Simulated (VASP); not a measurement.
Write the native input for VASP 6.6.1 that does the following.

```yaml
Task: single point
Functional: PBEsol
Potentials_or_basis: VASP PAW PBE potentials, release 64 (Si, O)
Cutoff: 520 eV
k_mesh: 1 × 1 × 1, shifted
Occupations: fermi-dirac, width 0.05 eV
Spin: no spin polarisation
Dipole_correction: no
Further_INCAR_settings: LREAL = Auto; ALGO = Normal; EDIFF = 1e-07; NBANDS = 230; ISYM = 0
```

The structure of Si24O47 (a cell with a defect) lies in POSCAR:

```
Si24O47
1.0
    8.3886930000      0.0000000000      0.0000000000
    0.0000000000      8.3886930000      0.0000000000
    0.0000000000      0.0000000000      8.0356430000
Si O
24 47
Direct
    0.0001700000      0.0004600000      0.0001100000
    0.0013400000      0.9992900000      0.3321800000
    0.0013500000      0.9993000000      0.6680500000
    0.0007700000      0.4998400000      0.0001200000
    0.0013100000      0.5015000000      0.3337600000
    0.0013600000      0.5014700000      0.6664900000
    0.5008100000      0.9998600000      0.0001100000
    0.4991700000      0.9992900000      0.3337500000
    0.4991500000      0.9993300000      0.6664800000
    0.4998800000      0.5007600000      0.0001100000
    0.5041500000      0.4965400000      0.3426100000
    0.5041100000      0.4964900000      0.6576200000
    0.2508700000      0.2499400000      0.1669100000
    0.2502400000      0.2491900000      0.5001100000
    0.2509000000      0.2499400000      0.8333900000
    0.2526900000      0.7479500000      0.1668300000
    0.2491400000      0.7515000000      0.5001200000
    0.2526900000      0.7479600000      0.8334000000
    0.7488300000      0.2518200000      0.1667200000
    0.7556200000      0.2450200000      0.5001200000
    0.7488300000      0.2518200000      0.8335100000
    0.7506900000      0.7497500000      0.1668400000
    0.7514400000      0.7504000000      0.5001200000
    0.7507000000      0.7497700000      0.8333200000
    0.1531900000      0.1534700000      0.0001400000
    0.1531000000      0.1526700000      0.3333100000
    0.1531200000      0.1527100000      0.6669300000
    0.1546700000      0.6518700000      0.0001100000
    0.1525600000      0.6539900000      0.3329400000
    0.1525900000      0.6539900000      0.6672800000
    0.6534700000      0.1528600000      0.0001600000
    0.6514800000      0.1559200000      0.3356700000
    0.6514000000      0.1560100000      0.6645100000
    0.6535200000      0.6535200000      0.0000400000
    0.6553700000      0.6523400000      0.3352300000
    0.6553900000      0.6524700000      0.6650400000
    0.3471200000      0.3471100000      0.0002000000
    0.3481700000      0.3452400000      0.3351900000
    0.3482900000      0.3452600000      0.6650100000
    0.3487700000      0.8459600000      0.0001200000
    0.3466600000      0.8480500000      0.3329500000
    0.3466600000      0.8480700000      0.6673000000
    0.8477800000      0.3471700000      0.0000700000
    0.8446300000      0.3492300000      0.3357200000
    0.8447200000      0.3491600000      0.6645600000
    0.8471600000      0.8474400000      0.0001000000
    0.8479300000      0.8475200000      0.3333000000
    0.8479700000      0.8475300000      0.6669300000
    0.0969900000      0.4026600000      0.1676800000
    0.0971500000      0.4029200000      0.5001200000
    0.0971700000      0.4027000000      0.8325500000
    0.0975700000      0.9030400000      0.1659700000
    0.0973500000      0.9032900000      0.5001200000
    0.0976000000      0.9030700000      0.8342600000
    0.5982800000      0.4027200000      0.1668800000
    0.5979100000      0.4023600000      0.8333500000
    0.5979400000      0.9034700000      0.1676800000
    0.5977100000      0.9034900000      0.5001100000
    0.5979700000      0.9036600000      0.8325500000
    0.4037300000      0.0970100000      0.1666300000
    0.4023000000      0.0956500000      0.5001100000
    0.4037000000      0.0970500000      0.8336200000
    0.4049000000      0.5957400000      0.1692800000
    0.3995300000      0.6011200000      0.5001200000
    0.4049000000      0.5957300000      0.8309600000
    0.9027000000      0.0979400000      0.1675900000
    0.9043100000      0.0963200000      0.5001200000
    0.9027000000      0.0979400000      0.8326400000
    0.9036000000      0.5969500000      0.1666100000
    0.9049900000      0.5983400000      0.5001300000
    0.9036200000      0.5969100000      0.8336000000
```

One way to write it, as run:

INCAR

```
PREC     = Accurate       # precision mode
ENCUT    = 520            # plane-wave cutoff, eV
EDIFF    = 1E-7           # SCF threshold, eV
ISMEAR   = -1             # smearing method
SIGMA    = 0.05           # smearing width, eV
LREAL    = Auto         
LASPH    = T              # aspherical terms in the spheres
NELM     = 60             # most SCF steps
ALGO     = Normal         # electronic algorithm
ISIF     = 2              # what is computed and relaxed
LWAVE    = F              # write WAVECAR
LCHARG   = F              # write CHGCAR
GGA      = PS             # functional
NBANDS   = 230            # bands
ISYM     = 0
```

KPOINTS

```
Automatic mesh
0
Gamma
  1 1 1
  0.25 0.25 0.25
```

Potentials or basis: VASP PAW PBE potentials, release 64 (Si, O).

Run with:

```bash
$ cat potpaw_PBE.64/Si/POTCAR potpaw_PBE.64/O/POTCAR > POTCAR
$ mpirun -np 1 vasp_std > vasp.out
```

Results of the run:

| Quantity | Value |
| --- | --- |
| Pressure | 0.1 GPa |
| Largest force | 0.052 eV/Å |
| Band gap on the k mesh | 4.19 eV |

Caveat: the PAW data sets were made with another functional, which shifts forces and pressure a little.

Run time: 13 min on 1 thread of Intel(R) Xeon(R) Platinum 8259CL CPU @ 2.50GHz (Skylake/Cascade Lake) (shared host), peak memory 0.71 GiB.
